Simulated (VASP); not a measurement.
## TaBe3Al: single point with PBE

The system is TaBe3Al.

```
Ta Be Al
1.0
     4.44065    0.00000    0.00000
     0.00000    4.44065    0.00000
     0.00000    0.00000    4.44065
Ta Be Al
1 3 1
Cartesian
  2.2203 2.2203 2.2203
  0.0000 2.2203 2.2203
  2.2203 0.0000 2.2203
  2.2203 2.2203 0.0000
  0.0000 0.0000 0.0000
```

```json
{
  "Program": "VASP 6.6.1",
  "Task": "single point",
  "Functional": "PBE",
  "Potentials or basis": "VASP PAW PBE potentials, release 64 (Ta_pv, Be, Al)",
  "Cutoff": "520 eV",
  "k mesh": "6 × 6 × 6",
  "Occupations": "gaussian, width 0.1 eV",
  "Spin": "no spin polarisation",
  "Dipole correction": "no",
  "Further INCAR settings": "ALGO = Normal; EDIFF = 1e-06; NBANDS = 18"
}
```

| Item | Value |
| --- | --- |
| Pressure | 0.1 GPa |
| Band gap on the k mesh | zero (band 10 reaches 4.18 eV, above the bottom of band 11 at 1.90 eV) |

Levels at points of the mesh, in eV from the Fermi level:
```
           k point  band 8  band 9  band 10  band 11  band 12  band 13
(0.00, 0.00, 0.00)   -0.58   -0.58    -0.19     1.32     1.32     1.32
(0.50, 0.00, 0.00)   -0.86   -0.86     1.25     1.25     1.46     1.62
(0.50, 0.50, 0.00)   -1.11   -0.80    -0.33    -0.33     0.88     2.89
(0.50, 0.50, 0.50)   -2.75   -1.03    -1.03    -1.03    -0.76    -0.76
```

It took 60 s on 1 thread of AMD EPYC 7R13, with other jobs on the host, peak memory 0.19 GiB.

Caveat: spin-orbit coupling is left out, which moves the levels of the heavy elements.
